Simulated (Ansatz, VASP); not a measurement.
**Two plane-wave programs on CsBa3**

```
Cs Ba
1.0
     0.00000    5.22128    5.22128
     5.22128    0.00000    5.22128
     5.22128    5.22128    0.00000
Cs Ba
1 3
Direct
  0.00000 0.00000 0.00000
  0.25000 0.25000 0.25000
  0.75000 0.75000 0.75000
  0.50000 0.50000 0.50000
```

Alike in both runs: task relaxation of cell and atoms; functional PBE; k mesh 8 × 8 × 8; occupations gaussian, width 0.1 eV; no spin polarisation.

|  | VASP | Ansatz |
| --- | --- | --- |
| version | VASP 6.6.1 | Ansatz 0.2.0 |
| potentials or method | VASP PAW PBE potentials, release 64 (Cs_sv, Ba_sv), cutoff 600 eV | scalar-relativistic, plane waves, PAW |
| valence electrons in the cell | 39 | 39 |

|  | VASP | Ansatz | Ansatz less VASP |
| --- | --- | --- | --- |
| gap on the k mesh at the Fermi level, each at its own relaxed structure (eV) | none | none | - |
| relaxed volume (Å³/atom) | 71.38 | 71.17 | -0.210 |
| relaxed length of the cell vector where the two differ most in proportion (Å) | 7.391 | 7.384 | -0.0072 |

A gap of «none» marks a metal or a gap that the smearing closes.

Spin-orbit coupling is off throughout.
